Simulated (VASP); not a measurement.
# Rb (Im-3m) in VASP: notebook

The runs below take Rb through single point, relaxation of cell and atoms, with LDA.

All numbers are computed with VASP 6.6.1; they aren't measurements. Logs are shortened: lines on timing, memory, paths and dates and some standing lists are left out, and cuts for length are marked.

**1. The cell of the first run**

The structure is cubic, space group Im-3m (No. 229). Conventional cell: a = 5.370 Å, b = 5.370 Å, c = 5.370 Å, α = 90.00°, β = 90.00°, γ = 90.00°.

**2. Single point, LDA**

Contents of INCAR:

```
SYSTEM = Rb
PREC = Accurate
ENCUT = 520
EDIFF = 1E-6
ISMEAR = -1
SIGMA = 0.05
LREAL = .FALSE.
LASPH = .TRUE.
NELM = 80
ALGO = Normal
ISIF = 2
LWAVE = .FALSE.
LCHARG = .FALSE.
GGA = CA
NBANDS = 10
```

Contents of KPOINTS:

```
Automatic mesh
0
G
  5 5 5
  0 0 0
```

Contents of POSCAR:

```
Rb
1.0
   -2.6852328549      2.6852328549      2.6852328549
    2.6852328549     -2.6852328549      2.6852328549
    2.6852328549      2.6852328549     -2.6852328549
Rb
1
Direct
    0.0000000000      0.0000000000      0.0000000000
```

Potentials or basis: VASP PAW LDA potentials, release 64 (Rb_sv).

Run with:

```bash
$ cat potpaw_LDA.64/Rb_sv/POTCAR > POTCAR
$ mpirun -np 1 vasp_std > vasp.out
```

OUTCAR:

```text
SYSTEM = Rb
   PREC = Accurate
   ENCUT = 520
   EDIFF = 1E-6
   ISMEAR = -1
   LREAL = .FALSE.
   LASPH = .TRUE.
   NELM = 80
   ISIF = 2
   GGA = CA

 ion  position               nearest neighbor table
   1  0.000  0.000  0.000-

  LATTYP: Found a body centered cubic cell.
 ALAT       =     5.3704657098

  Lattice vectors:

 A1 = (  -2.6852328549,   2.6852328549,   2.6852328549)
 A2 = (   2.6852328549,  -2.6852328549,   2.6852328549)
 A3 = (   2.6852328549,   2.6852328549,  -2.6852328549)

Analysis of symmetry for initial positions (statically):
=====================================================================
 Subroutine PRICEL returns:
 Original cell was already a primitive cell.

 Routine SETGRP: Setting up the symmetry group for a
 body centered cubic supercell.

 Subroutine GETGRP returns: Found 48 space group operations
 (whereof 48 operations were pure point group operations)
 out of a pool of 48 trial point group operations.

The static configuration has the point symmetry O_h .

Analysis of symmetry for dynamics (positions and initial velocities):
=====================================================================
 Subroutine PRICEL returns:
 Original cell was already a primitive cell.

 Routine SETGRP: Setting up the symmetry group for a
 body centered cubic supercell.

 Subroutine GETGRP returns: Found 48 space group operations
 (whereof 48 operations were pure point group operations)
 out of a pool of 48 trial point group operations.

The dynamic configuration has the point symmetry O_h .

 Subroutine INISYM returns: Found 48 space group operations
 (whereof 48 operations are pure point group operations),
 and found     1 'primitive' translations

----------------------------------------------------------------------------------------

                                     Primitive cell

  volume of cell :      77.4472

  direct lattice vectors                    reciprocal lattice vectors
    -2.685232855  2.685232855  2.685232855     0.000000000  0.186203591  0.186203591
     2.685232855 -2.685232855  2.685232855     0.186203591  0.000000000  0.186203591
     2.685232855  2.685232855 -2.685232855     0.186203591  0.186203591  0.000000000

  length of vectors
     4.650959735  4.650959735  4.650959735     0.263331644  0.263331644  0.263331644

  position of ions in fractional coordinates (direct lattice)
     0.000000000  0.000000000  0.000000000

  ion indices of the primitive-cell ions
   primitive index   ion index
                 1           1

----------------------------------------------------------------------------------------

 KPOINTS: Automatic mesh

Automatic generation of k-mesh.
 Grid dimensions read from file:
 generate k-points for:    5    5    5

 Generating k-lattice:

  Cartesian coordinates                     Fractional coordinates (reciprocal lattice)
     0.000000000  0.037240718  0.037240718     0.200000000  0.000000000  0.000000000
     0.037240718  0.000000000  0.037240718     0.000000000  0.200000000  0.000000000
     0.037240718  0.037240718  0.000000000     0.000000000  0.000000000  0.200000000

  Length of vectors
     0.052666329  0.052666329  0.052666329

  Shift w.r.t. Gamma in fractional coordinates (k-lattice)
     0.000000000  0.000000000  0.000000000

 Subroutine IBZKPT returns following result:
 ===========================================

 Found     10 irreducible k-points:

 Following reciprocal coordinates:
            Coordinates               Weight
  0.000000  0.000000  0.000000      1.000000
  0.200000  0.000000  0.000000     12.000000
  0.400000  0.000000  0.000000     12.000000
  0.200000  0.200000  0.000000     24.000000
  0.400000  0.200000  0.000000     24.000000
  0.200000  0.200000  0.200000      8.000000
 -0.200000  0.200000  0.200000      6.000000
 -0.400000  0.400000  0.200000     24.000000
 -0.400000 -0.400000  0.200000      8.000000
 -0.400000  0.400000  0.400000      6.000000
   k-points           NKPTS =     10   k-points in BZ     NKDIM =     10   number of bands    NBANDS=     10
   number of dos      NEDOS =    301   number of ions     NIONS =      1
   total plane-waves  NPLWV =  46656
   dimension x,y,z NGX =    36 NGY =   36 NGZ =   36
   dimension x,y,z NGXF=    72 NGYF=   72 NGZF=   72
   ions per type =               1
   NGX,Y,Z   is equivalent  to a cutoff of  12.87, 12.87, 12.87 a.u.
   NGXF,Y,Z  is equivalent  to a cutoff of  25.74, 25.74, 25.74 a.u.
 SYSTEM =  Rb
   PREC   = accura    normal or accurate (medium, high low for compatibility)
   ISTART =      0    job   : 0-new  1-cont  2-samecut
   ICHARG =      2    charge: 1-file 2-atom 10-const
   ISPIN  =      1    spin polarized calculation?
   LNONCOLLINEAR =      F non collinear calculations
   LSORBIT =      F    spin-orbit coupling
   LASPH  =      T    aspherical Exc in radial PAW
   ENCUT  =  520.0 eV  38.22 Ry    6.18 a.u.   8.65  8.65  8.65*2*pi/ulx,y,z
   NELM   =     80;   NELMIN=  2; NELMDL= -5     # of ELM steps
   EDIFF  = 0.1E-05   stopping-criterion for ELM
   LREAL  =      F    real-space projection
   EDIFFG = 0.1E-04   stopping-criterion for IOM
   NSW    =      0    number of steps for IOM
   IBRION =     -1    ionic relax: 0-MD 1-quasi-New 2-CG
   NFREE  =      0    steps in history (QN), initial steepest desc. (CG)
   ISIF   =      2    stress and relaxation
   ISYM   =      2    0-nonsym 1-usesym 2-fastsym
   POTIM  = 0.5000    time-step for ionic-motion
   TEBEG  =    0.0;   TEEND  =   0.0 temperature during run
   PSTRESS=    0.0 pullay stress
   NELECT =       9.0000    total number of electrons
   NUPDOWN=      -1.0000    fix difference up-down
   EMIN   =  10.00;   EMAX   =-10.00  energy-range for DOS
   EFERMI =   0.00;   METHOD = LEGACY
   ISMEAR =    -1;   SIGMA  =   0.05  broadening in eV -4-tet -1-fermi 0-gaus
   EFERMI_NEDOS =   21; number of points for ismear=-14 and -15
   IALGO  =     38    algorithm
   IMIX   =      4    mixing-type and parameters
     AMIX     =   0.40;   BMIX     =  1.00
     AMIX_MAG =   1.60;   BMIX_MAG =  1.00
  volume/ion in A,a.u.               =      77.45       522.64
  Fermi-wavevector in a.u.,A,eV,Ry     =   0.798890  1.509683  8.683584  0.638225
  Thomas-Fermi vector in A             =   1.905888
   LORBIT       =      0    0 simple, 1 ext, 2 COOP (PROOUT), +10 PAW based schemes
   GGA     = CA    functional components
   LHFCALC =     F    Hartree Fock is set to
   AEXX    =    0.0000 exact exchange contribution
   IVDW    =     0    specifies the selected vdW correction
   LEPSILON=     F    determine dielectric tensor
   LRPA    =     F    only Hartree local field effects (RPA)
 non-spin polarized calculation
  energy-cutoff  :      520.00
  volume of cell :       77.45
 maximum number of plane-waves:      2094
   NGX = 17   NGY = 17   NGZ = 17

 number of electron       9.0000000 magnetization

 Free energy of the ion-electron system (eV)
  ---------------------------------------------------
  ext. energy  EPLUGINS =         0.00000000
  ---------------------------------------------------
  free energy    TOTEN  =        -1.07039163 eV

  energy without entropy =       -1.05842504  energy(sigma->0) =       -1.06440834

 E-fermi :   0.2272     XC(G=0):  -6.1047

 val. band max:       -0.1764469181   @ k =   0.4000   0.0000   0.0000
 cond. band min:       0.2665517320   @ k =  -0.4000   0.4000   0.2000
 fundamental gap:      0.4429986500
 Fermi energy:         0.2271504600

 k-point     1 :       0.0000    0.0000    0.0000
  band No.  band energies     occupation
      1     -28.5516      2.00000
      2     -12.6295      2.00000
      3     -12.6295      2.00000
      4     -12.6295      2.00000
      5      -2.0396      2.00000
      6       3.8864      0.00000
      7       3.8864      0.00000
      8       3.8864      0.00000
      9       4.9858      0.00000
     10       4.9858      0.00000

 k-point     2 :       0.2000    0.0000    0.0000
  band No.  band energies     occupation
      1     -28.5483      2.00000
      2     -12.6902      2.00000
      3     -12.6488      2.00000
      4     -12.6296      2.00000
      5      -1.5031      2.00000
      6       3.0706      0.00000
      7       3.3577      0.00000
      8       4.4124      0.00000
      9       4.7130      0.00000
     10       4.9110      0.00000

 k-point     3 :       0.4000    0.0000    0.0000
  band No.  band energies     occupation
      1     -28.5431      2.00000
      2     -12.7847      2.00000
      3     -12.6798      2.00000
      4     -12.6300      2.00000
      5      -0.1764      1.99938
      6       1.6083      0.00000
      7       2.7880      0.00000
      8       4.7795      0.00000
      9       5.2642      0.00000
     10       5.8906      0.00000

 k-point     4 :       0.2000    0.2000    0.0000
  band No.  band energies     occupation
      1     -28.5441      2.00000
      2     -12.7531      2.00000
      3     -12.6755      2.00000
      4     -12.6427      2.00000
      5      -0.5429      2.00000
      6       2.2161      0.00000
      7       2.6347      0.00000
      8       4.6238      0.00000
      9       4.9986      0.00000
     10       5.5297      0.00000

 k-point     5 :       0.4000    0.2000    0.0000
  band No.  band energies     occupation
      1     -28.5414      2.00000
      2     -12.7792      2.00000
      3     -12.7082      2.00000
      4     -12.6464      2.00000
      5       0.7510      0.00006
      6       1.2044      0.00000
      7       2.2290      0.00000
      8       4.3958      0.00000
      9       5.4500      0.00000
     10       5.4848      0.00000

 k-point     6 :       0.2000    0.2000    0.2000
  band No.  band energies     occupation
      1     -28.5420      2.00000
      2     -12.7570      2.00000
      3     -12.6855      2.00000
      4     -12.6855      2.00000
      5       0.6849      0.00021
      6       1.8055      0.00000
      7       1.8055      0.00000
      8       3.8192      0.00000
      9       5.6393      0.00000
     10       5.6393      0.00000

 k-point     7 :      -0.2000    0.2000    0.2000
  band No.  band energies     occupation
      1     -28.5453      2.00000
      2     -12.6986      2.00000
      3     -12.6692      2.00000
      4     -12.6692      2.00000
      5      -0.9981      2.00000
      6       3.0009      0.00000
      7       3.3862      0.00000
      8       3.3862      0.00000
      9       4.5347      0.00000
     10       5.5377      0.00000

 k-point     8 :      -0.4000    0.4000    0.2000
  band No.  band energies     occupation
      1     -28.5405      2.00000
      2     -12.7696      2.00000
      3     -12.7020      2.00000
      4     -12.6731      2.00000
      5       0.2666      0.62519
      6       1.7034      0.00000
      7       3.1133      0.00000
      8       3.3673      0.00000
      9       4.8368      0.00000
     10       5.7977      0.00000

 k-point     9 :      -0.4000   -0.4000    0.2000
  band No.  band energies     occupation
      1     -28.5383      2.00000
      2     -12.7535      2.00000
      3     -12.7535      2.00000
      4     -12.6825      2.00000
      5       1.3416      0.00000
      6       1.3416      0.00000
      7       2.0269      0.00000
      8       4.3475      0.00000
      9       4.3475      0.00000
     10       5.5758      0.00000

 k-point    10 :      -0.4000    0.4000    0.4000
  band No.  band energies     occupation
      1     -28.5363      2.00000
      2     -12.7484      2.00000
      3     -12.7375      2.00000
      4     -12.7375      2.00000
      5       1.0641      0.00000
      6       1.5073      0.00000
      7       3.5231      0.00000
      8       3.6456      0.00000
      9       3.6456      0.00000
     10       6.0866      0.00000

------------------------ aborting loop because EDIFF is reached ----------------------------------------

  FORCE on cell =-STRESS in cart. coord.  units (eV):
  Direction    XX          YY          ZZ          XY          YZ          ZX
  --------------------------------------------------------------------------------------
  -------------------------------------------------------------------------------------
  Total       -0.0104762     -0.0104762     -0.0104762      0.0000000     -0.0000000      0.0000000
  in kB       -0.2167252     -0.2167252     -0.2167252      0.0000000     -0.0000000      0.0000000
  external PRESSURE =      -0.2167252 kB  Pullay stress =       0.0000000 kB

 VOLUME and BASIS-vectors are now :
 -----------------------------------------------------------------------------
  energy-cutoff  :      520.00
  volume of cell :       77.45
      direct lattice vectors                 reciprocal lattice vectors
    -2.685232855  2.685232855  2.685232855     0.000000000  0.186203591  0.186203591
     2.685232855 -2.685232855  2.685232855     0.186203591  0.000000000  0.186203591
     2.685232855  2.685232855 -2.685232855     0.186203591  0.186203591  0.000000000

 POSITION                                       TOTAL-FORCE (eV/Angst)
 -----------------------------------------------------------------------------------
      0.00000      0.00000      0.00000        -0.000000      0.000000      0.000000
 -----------------------------------------------------------------------------------
    total drift:                               -0.000000      0.000000      0.000000

  FREE ENERGIE OF THE ION-ELECTRON SYSTEM (eV)
  ---------------------------------------------------
  free  energy   TOTEN  =        -1.0703916336 eV

  energy  without entropy=       -1.0584250400  energy(sigma->0) =       -1.06440834
```

It took 4.8 s on 1 thread of Intel Xeon 8259CL, shared host; peak memory 0.16 GiB.

Results:

| Property | Result |
| --- | --- |
| Free energy | -1.0704 eV |
| Pressure | 0.0 GPa |
| Band gap on the k mesh | zero (an odd number of electrons rules out a gap without spin polarisation) |

Levels at points of the mesh, in eV from the Fermi level:
| k point | band 1 | band 2 | band 3 | band 4 | band 5 | band 6 | band 7 | band 8 |
| --- | --- | --- | --- | --- | --- | --- | --- | --- |
| (0.00, 0.00, 0.00) | -28.78 | -12.86 | -12.86 | -12.86 | -2.27 | 3.66 | 3.66 | 3.66 |

**3. Relaxation of cell and atoms, LDA**

This run uses another cell than the first one, of 88.04 Å³/atom.

Contents of INCAR:

```
SYSTEM = Rb
PREC = Accurate
ENCUT = 600
EDIFF = 1E-6
ISMEAR = -1
SIGMA = 0.05
LREAL = .FALSE.
LASPH = .TRUE.
NELM = 100
ALGO = Normal
ISIF = 3
LWAVE = .FALSE.
LCHARG = .FALSE.
GGA = CA
IBRION = 2
NSW = 80
EDIFFG = -0.02
```

KPOINTS is that of step 2.

Contents of POSCAR:

```
Rb
1.0
   -2.8025000000      2.8025000000      2.8025000000
    2.8025000000     -2.8025000000      2.8025000000
    2.8025000000      2.8025000000     -2.8025000000
Rb
1
Direct
    0.0000000000      0.0000000000      0.0000000000
```

Potentials or basis: VASP PAW LDA potentials, release 64 (Rb_sv).

Run with:

```bash
$ cat potpaw_LDA.64/Rb_sv/POTCAR > POTCAR
$ mpirun -np 1 vasp_std > vasp.out
```

Wall time 25 s (1 thread of Intel Xeon 8259CL, shared host); peak memory 0.19 GiB.

Results (log left out):

```
Free energy                           : -1.0705 eV
Relaxed volume                        : 77.29 Å³/atom
Relaxed cell                          : a = 4.648 Å, b = 4.648 Å, c = 4.648 Å, α = 109.47°, β = 109.47°, γ = 109.47°
Space group after relaxing (to 0.1 Å) : Im-3m (No. 229)
Energy gained by relaxing             : 14.2 meV/atom
Ionic steps                           : 5
Pressure after relaxing               : 0.0 GPa
Band gap on the k mesh                : zero (an odd number of electrons rules out a gap without spin polarisation)
```

The path:
| step | energy change (eV) | largest force (eV/Å) | pressure (GPa) | volume (Å³) |
| --- | --- | --- | --- | --- |
| 1 | 0.0000 | 0.0000 | -0.37 | 88.04 |
| 2 | -0.0055 | 0.0000 | -0.31 | 85.48 |
| 3 | -0.0131 | 0.0000 | -0.13 | 79.91 |
| 4 | -0.0046 | 0.0000 | 0.45 | 69.52 |
| 5 | -0.0142 | 0.0000 | -0.01 | 77.29 |

Final structure:
```xyz
1
Lattice="-2.6834 2.6834 2.6834 2.6834 -2.6834 2.6834 2.6834 2.6834 -2.6834" Properties=species:S:1:pos:R:3 pbc="T T T"
Rb    0.0000    0.0000    0.0000
```

Levels at points of the mesh, in eV from the Fermi level:
```
           k point  band 1  band 2  band 3  band 4  band 5  band 6  band 7  band 8
(0.00, 0.00, 0.00)  -28.78  -12.86  -12.86  -12.86   -2.27    3.66    3.66    3.66
```

LDA usually gives volumes a few per cent too small. Zero-point motion and thermal expansion aren't in these numbers.
